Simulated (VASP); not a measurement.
# TcN2 (Fm-3m) in VASP: notebook, part 2 of 2

VASP 6.6.1. The steps go on from the part before.

## Step 4: Relaxation of cell and atoms, PBE+D3(BJ)

This run uses another cell than the first one, of 9.74 Å³/atom.

The input, INCAR:

```
  ALGO = Normal
  EDIFF = 1E-6
  EDIFFG = -0.005
  ENCUT = 600
  GGA = PE
  IBRION = 2
  ISIF = 3
  ISMEAR = -1
  IVDW = 12
  LASPH = T
  LCHARG = F
  LREAL = F
  LWAVE = F
  NELM = 80
  NSW = 80
  PREC = Accurate
  SIGMA = 0.05
```

The input, KPOINTS:

```
k-points
0
Gamma
  10 10 10
```

The input, POSCAR:

```
TcN2
1.0
    0.0000000000      2.4445500000      2.4445500000
    2.4445500000      0.0000000000      2.4445500000
    2.4445500000      2.4445500000      0.0000000000
Tc N
1 2
Direct
    0.0000000000      0.0000000000      0.0000000000
    0.7500000000      0.7500000000      0.7500000000
    0.2500000000      0.2500000000      0.2500000000
```

Potentials or basis: VASP PAW PBE potentials, release 64 (Tc_pv, N).

Started as:

```
$ cat potpaw_PBE.64/Tc_pv/POTCAR potpaw_PBE.64/N/POTCAR > POTCAR
$ mpirun -np 1 vasp_std > vasp.out
```

OUTCAR:

```text
EDIFF = 1E-6
   EDIFFG = -0.005
   ENCUT = 600
   GGA = PE
   IBRION = 2
   ISIF = 3
   ISMEAR = -1
   IVDW = 12
   LASPH = T
   LREAL = F
   NELM = 80
   NSW = 80
   PREC = Accurate
 IVDW          = 12

 ion  position               nearest neighbor table
   1  0.000  0.000  0.000-   2 2.12   2 2.12   2 2.12   2 2.12   3 2.12   3 2.12   3 2.12   3 2.12

   2  0.750  0.750  0.750-   1 2.12   1 2.12   1 2.12   1 2.12
   3  0.250  0.250  0.250-   1 2.12   1 2.12   1 2.12   1 2.12

  LATTYP: Found a face centered cubic cell.
 ALAT       =     4.8891000000

  Lattice vectors:

 A1 = (   0.0000000000,   2.4445500000,   2.4445500000)
 A2 = (   2.4445500000,   0.0000000000,   2.4445500000)
 A3 = (   2.4445500000,   2.4445500000,   0.0000000000)

Analysis of symmetry for initial positions (statically):
=====================================================================
[... 235 lines left out ...]
     10       9.0172      2.00000
     11      10.5035      0.09812
     12      10.5035      0.09812
     13      10.5035      0.09811
     14      17.3114      0.00000
[... 496 lines left out ...]
--------------------------------------- Ionic step        4  -------------------------------------------

 number of electron      23.0000003 magnetization

 Free energy of the ion-electron system (eV)
  ---------------------------------------------------
  ext. energy  EPLUGINS =         0.00000000
  ---------------------------------------------------
  free energy    TOTEN  =       -24.66535734 eV

  energy without entropy =      -24.63711003  energy(sigma->0) =      -24.65123368

 E-fermi :   9.4325     XC(G=0): -12.9947

 val. band max:        9.4321716741   @ k =  -0.1000   0.1000   0.0000
 cond. band min:       9.4375893712   @ k =  -0.4000   0.4000   0.1000
 fundamental gap:      0.0054176971
 Fermi energy:         9.4325190980

 k-point     1 :       0.0000    0.0000    0.0000
  band No.  band energies     occupation
      1     -30.1908      2.00000
      2     -30.1908      2.00000
      3     -30.1908      2.00000
      4      -7.8156      2.00000
      5      -1.7465      2.00000
      6       2.1434      2.00000
      7       2.1434      2.00000
      8       2.1434      2.00000
      9       8.2306      2.00000
     10       8.2306      2.00000
     11       9.6271      0.04003
     12       9.6271      0.04003
     13       9.6271      0.04002
     14      15.8795      0.00000
[... 449 lines left out ...]
  FREE ENERGIE OF THE ION-ELECTRON SYSTEM (eV)
  ---------------------------------------------------
  free  energy   TOTEN  =       -25.5713687397 eV

  energy  without entropy=      -25.5431214213  energy(sigma->0) =      -25.55724508

 reached required accuracy - stopping structural energy minimisation
```

OSZICAR:

```text
N       E                     dE             d eps       ncg     rms          rms(c)
DAV:   1     0.228720680942E+03    0.22872E+03   -0.14524E+04  1410   0.166E+03
DAV:   2    -0.218494877914E+02   -0.25057E+03   -0.24808E+03  1760   0.440E+02
DAV:   3    -0.322204992853E+02   -0.10371E+02   -0.10327E+02  1564   0.987E+01
DAV:   4    -0.323612070775E+02   -0.14071E+00   -0.14049E+00  1851   0.116E+01
[... 36 lines left out ...]
DAV:   1    -0.246655006233E+02    0.52567E-03   -0.30825E-03  1466   0.664E-01    0.132E-01
DAV:   2    -0.246656580833E+02   -0.15746E-03   -0.29473E-03  1574   0.417E-01    0.165E-01
DAV:   3    -0.246653623740E+02    0.29571E-03   -0.13656E-03  1551   0.245E-01    0.254E-02
DAV:   4    -0.246653567521E+02    0.56219E-05   -0.65036E-05  1515   0.836E-02    0.930E-03
DAV:   5    -0.246653573441E+02   -0.59200E-06   -0.11050E-06   831   0.107E-02
   4 F= -.25571369E+02 E0= -.25557245E+02  d E =-.357242E-01
```

It took 50 s on 1 thread of AMD EPYC 9R14 (Zen 4), shared host; peak memory 0.16 GiB.

Results:

```
Free energy                           : -25.5714 eV
Relaxed volume                        : 9.39 Å³/atom
Relaxed cell                          : a = 3.415 Å, b = 3.415 Å, c = 3.415 Å, α = 60.00°, β = 60.00°, γ = 60.00°
Space group after relaxing (to 0.1 Å) : Fm-3m (No. 225)
Energy gained by relaxing             : 11.9 meV/atom
Ionic steps                           : 4
Pressure after relaxing               : 0.0 GPa
Band gap on the k mesh                : zero (an odd number of electrons rules out a gap without spin polarisation)
Dispersion energy per atom            : -0.302 eV
```

Step by step:
```
step  energy change (eV)  largest force (eV/Å)  pressure (GPa)  volume (Å³)
   1              0.0000                0.0000          -10.56        29.22
   2              0.0610                0.0000           20.64        26.59
   3             -0.0357                0.0000           -0.20        28.18
   4             -0.0357                0.0000            0.02        28.16
```

Final structure:
```
Tc N
1.0
     0.00000    2.41484    2.41484
     2.41484    0.00000    2.41484
     2.41484    2.41484    0.00000
Tc N
1 2
Direct
  0.00000 0.00000 0.00000
  0.75000 0.75000 0.75000
  0.25000 0.25000 0.25000
```

Caveat: an odd number of electrons without spin polarisation forces a metal; a magnetic or distorted state may lie lower.

## Step 5: Relaxation of cell and atoms, r2SCAN+D4

This run uses another cell than the first one, of 9.74 Å³/atom.

POSCAR is that of step 4.

The input, INCAR.step1:

```
SYSTEM = TcN2
  PREC = Accurate
  ENCUT = 600
  ISMEAR = -1
  SIGMA = 0.05
  LREAL = .FALSE.
  LASPH = .TRUE.
  NELM = 100
  GGA = PE
  ALGO = Normal
  EDIFF = 1E-4
  LWAVE = .TRUE.
  LCHARG = .FALSE.
```

The input, INCAR.step2:

```
SYSTEM = TcN2
  PREC = Accurate
  ENCUT = 600
  EDIFF = 1E-6
  ISMEAR = -1
  SIGMA = 0.05
  LREAL = .FALSE.
  LASPH = .TRUE.
  NELM = 100
  ALGO = Normal
  ISIF = 3
  LWAVE = .FALSE.
  LCHARG = .FALSE.
  METAGGA = R2SCAN
  LMIXTAU = .TRUE.
  IVDW = 13
  VDW_S6 = 1.0
  VDW_S8 = 0.6018749
  VDW_A1 = 0.51559235
  VDW_A2 = 5.77342911
  IBRION = 2
  NSW = 80
  EDIFFG = -0.005
  ISTART = 1
```

The input, KPOINTS:

```
Automatic mesh
0
G
  10 10 10
  0 0 0
```

Potentials or basis: VASP PAW PBE potentials, release 64 (Tc_pv, N).

Started as:

```
$ cat potpaw_PBE.64/Tc_pv/POTCAR potpaw_PBE.64/N/POTCAR > POTCAR
$ cp INCAR.step1 INCAR
$ mpirun -np 1 vasp_std > vasp.out
$ cp INCAR.step2 INCAR
$ mpirun -np 1 vasp_std > vasp.out
```

OUTCAR:

```text
SYSTEM = TcN2
   PREC = Accurate
   ENCUT = 600
   EDIFF = 1E-6
   ISMEAR = -1
   LREAL = .FALSE.
   LASPH = .TRUE.
   NELM = 100
   ISIF = 3
   METAGGA = R2SCAN
   IVDW = 13
   IBRION = 2
   NSW = 80
   EDIFFG = -0.005
   ISTART = 1

 ion  position               nearest neighbor table
   1  0.000  0.000  0.000-   2 2.12   2 2.12   2 2.12   2 2.12   3 2.12   3 2.12   3 2.12   3 2.12

   2  0.750  0.750  0.750-   1 2.12   1 2.12   1 2.12   1 2.12
   3  0.250  0.250  0.250-   1 2.12   1 2.12   1 2.12   1 2.12

  LATTYP: Found a face centered cubic cell.
 ALAT       =     4.8891000000

  Lattice vectors:

 A1 = (   0.0000000000,   2.4445500000,   2.4445500000)
 A2 = (   2.4445500000,   0.0000000000,   2.4445500000)
 A3 = (   2.4445500000,   2.4445500000,   0.0000000000)

Analysis of symmetry for initial positions (statically):
=====================================================================
 Subroutine PRICEL returns:
 Original cell was already a primitive cell.

 Routine SETGRP: Setting up the symmetry group for a
 face centered cubic supercell.

 Subroutine GETGRP returns: Found 48 space group operations
 (whereof 48 operations were pure point group operations)
 out of a pool of 48 trial point group operations.

The static configuration has the point symmetry O_h .

Analysis of symmetry for dynamics (positions and initial velocities):
=====================================================================
 Subroutine PRICEL returns:
 Original cell was already a primitive cell.

 Routine SETGRP: Setting up the symmetry group for a
 face centered cubic supercell.

 Subroutine GETGRP returns: Found 48 space group operations
 (whereof 48 operations were pure point group operations)
 out of a pool of 48 trial point group operations.

The dynamic configuration has the point symmetry O_h .

 Subroutine INISYM returns: Found 48 space group operations
 (whereof 48 operations are pure point group operations),
 and found     1 'primitive' translations

----------------------------------------------------------------------------------------

                                     Primitive cell

  volume of cell :      29.2164
[... 114 lines left out ...]
  Thomas-Fermi vector in A             =   2.621651
   LORBIT       =      0    0 simple, 1 ext, 2 COOP (PROOUT), +10 PAW based schemes
   METAGGA = R2SCAN    functional components
   LHFCALC =     F    Hartree Fock is set to
   AEXX    =    0.0000 exact exchange contribution
   IVDW    =    13    specifies the selected vdW correction
   LEPSILON=     F    determine dielectric tensor
   LRPA    =     F    only Hartree local field effects (RPA)
 conjugate gradient relaxation of ions
 non-spin polarized calculation
  energy-cutoff  :      600.00
  volume of cell :       29.22
 maximum number of plane-waves:       990
   NGX = 13   NGY = 13   NGZ = 13

--------------------------------------- Ionic step        1  -------------------------------------------

 number of electron      23.0000000 magnetization

 Free energy of the ion-electron system (eV)
  ---------------------------------------------------
  ext. energy  EPLUGINS =         0.00000000
  ---------------------------------------------------
  free energy    TOTEN  =       -42.03386974 eV

  energy without entropy =      -42.00564221  energy(sigma->0) =      -42.01975597

------------------------ aborting loop because EDIFF is reached ----------------------------------------

  DFT-D4 for vdW energy calculation

  Edisp (eV):   -0.41246
[... 32 lines left out ...]
--------------------------------------- Ionic step        2  -------------------------------------------

 number of electron      22.9999998 magnetization

 E-fermi :  10.4213     XC(G=0): -14.3921

 val. band max:       10.4139009652   @ k =  -0.1000   0.1000   0.0000
 cond. band min:      10.4219577978   @ k =   0.5000   0.1000   0.0000
 fundamental gap:      0.0080568326
 Fermi energy:        10.4212626685

 k-point     1 :       0.0000    0.0000    0.0000
  band No.  band energies     occupation
      1     -30.6309      2.00000
      2     -30.6309      2.00000
      3     -30.6309      2.00000
      4      -8.4216      2.00000
      5      -1.7098      2.00000
      6       2.1599      2.00000
      7       2.1599      2.00000
      8       2.1599      2.00000
      9       9.0591      2.00000
     10       9.0591      2.00000
     11      10.5389      0.17365
     12      10.5389      0.17365
     13      10.5389      0.17365
     14      17.7542      0.00000
[... 496 lines left out ...]
--------------------------------------- Ionic step        4  -------------------------------------------

 number of electron      23.0000003 magnetization

 Free energy of the ion-electron system (eV)
  ---------------------------------------------------
  ext. energy  EPLUGINS =         0.00000000
  ---------------------------------------------------
  free energy    TOTEN  =       -42.05767806 eV

  energy without entropy =      -42.03050067  energy(sigma->0) =      -42.04408937

 E-fermi :   9.3613     XC(G=0): -13.9710

 val. band max:        9.3521866275   @ k =  -0.1000   0.1000   0.0000
 cond. band min:       9.3623618480   @ k =  -0.3000   0.5000   0.2000
 fundamental gap:      0.0101752205
 Fermi energy:         9.3612706422

 k-point     1 :       0.0000    0.0000    0.0000
  band No.  band energies     occupation
      1     -31.6199      2.00000
      2     -31.6199      2.00000
      3     -31.6199      2.00000
      4      -8.8779      2.00000
      5      -2.7365      2.00000
      6       1.7263      2.00000
      7       1.7263      2.00000
      8       1.7263      2.00000
      9       8.1567      2.00000
     10       8.1567      2.00000
     11       9.5346      0.06057
     12       9.5346      0.06057
     13       9.5346      0.06056
     14      16.0960      0.00000
[... 449 lines left out ...]
  FREE ENERGIE OF THE ION-ELECTRON SYSTEM (eV)
  ---------------------------------------------------
  free  energy   TOTEN  =       -42.4879613785 eV

  energy  without entropy=      -42.4607839820  energy(sigma->0) =      -42.47437268

 reached required accuracy - stopping structural energy minimisation
```

OSZICAR.step1:

```text
N       E                     dE             d eps       ncg     rms          rms(c)
DAV:   1     0.228720680942E+03    0.22872E+03   -0.14524E+04  1410   0.166E+03
DAV:   2    -0.218494877914E+02   -0.25057E+03   -0.24808E+03  1760   0.440E+02
DAV:   3    -0.322204992853E+02   -0.10371E+02   -0.10327E+02  1564   0.987E+01
DAV:   4    -0.323612070775E+02   -0.14071E+00   -0.14049E+00  1851   0.116E+01
DAV:   5    -0.323622185041E+02   -0.10114E-02   -0.10113E-02  1620   0.914E-01    0.295E+01
DAV:   6    -0.317858862739E+02    0.57633E+00   -0.16676E+02  1550   0.750E+01    0.212E+01
DAV:   7    -0.247706581264E+02    0.70152E+01   -0.49601E+01  1730   0.504E+01    0.811E+00
DAV:   8    -0.246698234980E+02    0.10083E+00   -0.14286E+00  1438   0.107E+01    0.358E+00
DAV:   9    -0.246684092445E+02    0.14143E-02   -0.87937E-02  1890   0.258E+00    0.690E-01
DAV:  10    -0.246642136708E+02    0.41956E-02   -0.38918E-02  1619   0.144E+00    0.306E-01
DAV:  11    -0.246642178784E+02   -0.42075E-05   -0.12905E-02  1655   0.670E-01    0.287E-01
DAV:  12    -0.246633722092E+02    0.84567E-03   -0.49814E-03  1639   0.507E-01    0.505E-02
DAV:  13    -0.246633651580E+02    0.70511E-05   -0.78534E-05   817   0.932E-02
   1 F= -.24663365E+02 E0= -.24648830E+02  d E =-.290709E-01
```

Wall time 4.2 min (1 thread of AMD EPYC 9R14 (Zen 4), shared host); peak memory 0.15 GiB.

Results:

```yaml
Free_energy: -42.4880 eV
Relaxed_volume: 9.37 Å³/atom
Relaxed_cell: a = 3.413 Å, b = 3.413 Å, c = 3.413 Å, α = 60.00°, β = 60.00°, γ = 60.00°
Space_group_after_relaxing_to_0.1_Å: Fm-3m (No. 225)
Energy_gained_by_relaxing: 13.9 meV/atom
Ionic_steps: 4
Pressure_after_relaxing: 0.0 GPa
Band_gap_on_the_k_mesh: zero (an odd number of electrons rules out a gap without spin polarisation)
Dispersion_energy_per_atom: -0.143 eV
```

The path:
```
step  energy change (eV)  largest force (eV/Å)  pressure (GPa)  volume (Å³)
   1              0.0000                0.0000          -11.63        29.22
   2              0.0883                0.0000           24.77        26.33
   3             -0.0416                0.0000           -0.24        28.13
   4             -0.0416                0.0000            0.00        28.11
```

Final structure:
```
Tc N
1.0
     0.00000    2.41327    2.41327
     2.41327    0.00000    2.41327
     2.41327    2.41327    0.00000
Tc N
1 2
Cartesian
  2.4133 0.0000 2.4133
  3.6199 3.6199 3.6199
  1.2066 1.2066 1.2066
```

Caveat: the PAW data sets were made with another functional, which shifts forces and pressure a little; an odd number of electrons without spin polarisation forces a metal; a magnetic or distorted state may lie lower.

## Step 6: Summary

| task | level | cell | cutoff (eV) | gap on the mesh (eV) | pressure (GPa) | relaxed volume (Å³/atom) |
| --- | --- | --- | --- | --- | --- | --- |
| single point | r2SCAN+D4 | a = 3.412 Å, angles 60.0°, 3 atoms | 520 | none | 0.1 | - |
| relaxation of cell and atoms | RPBE | relaxed from a = 3.457 Å, angles 60.0°, 3 atoms | 600 | none | 0.0 | 9.71 |
| relaxation of cell and atoms | PBE+D3(BJ) | relaxed from a = 3.457 Å, angles 60.0°, 3 atoms | 600 | none | 0.0 | 9.39 |
| relaxation of cell and atoms | r2SCAN+D4 | relaxed from a = 3.457 Å, angles 60.0°, 3 atoms | 600 | none | 0.0 | 9.37 |

Alike in all rows: potentials or basis VASP PAW PBE potentials, release 64 (Tc_pv, N); no spin polarisation; k mesh 10 × 10 × 10; smearing fermi-dirac 0.05 eV.

Caveats: an odd number of electrons without spin polarisation forces a metal; a magnetic or distorted state may lie lower; the PAW data sets were made with another functional, which shifts forces and pressure a little (at least some runs).

Absolute energies hang on the potentials; compare differences alone.
